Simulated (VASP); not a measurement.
Input of a VASP 6.6.1 run:

INCAR

```
SYSTEM = SnSe2
PREC = Accurate ; ENCUT = 520
EDIFF = 1E-6 ; ISMEAR = 0
SIGMA = 0.1 ; LREAL = .FALSE.
LASPH = .TRUE. ; NELM = 100
ALGO = Normal ; ISIF = 2
LWAVE = .FALSE. ; LCHARG = .FALSE.
GGA = PE ; IVDW = 12
NBANDS = 20
```

File KPOINTS:

```
regular mesh
0
G
  6 6 4
  0 0 0
```

POSCAR

```
SnSe2
1.0
    3.8389775899      0.0000000000      0.0000000000
   -1.9194887950      3.3246521174      0.0000000000
    0.0000000000      0.0000000000      6.0278085149
Sn Se
1 2
Direct
    0.0000000000      0.0000000000      0.0000000000
    0.3333333333      0.6666666667      0.2645002954
    0.6666666667      0.3333333333      0.7354997046
```

Potentials or basis: VASP PAW PBE potentials, release 64 (Sn_d, Se).

Command:

```sh
$ cat potpaw_PBE.64/Sn_d/POTCAR potpaw_PBE.64/Se/POTCAR > POTCAR
$ mpirun -np 1 vasp_std > vasp.out
```

(1) Predict the dispersion energy per atom.

(2) Predict the band gap on the k mesh.

(3) What does it give for the pressure?

Answers

(1) -0.363 eV.

(2) 0.65 eV, indirect (least direct gap 0.84 eV).

(3) 0.1 GPa.

Caveat: spin-orbit coupling is left out, which moves the levels of the heavy elements.
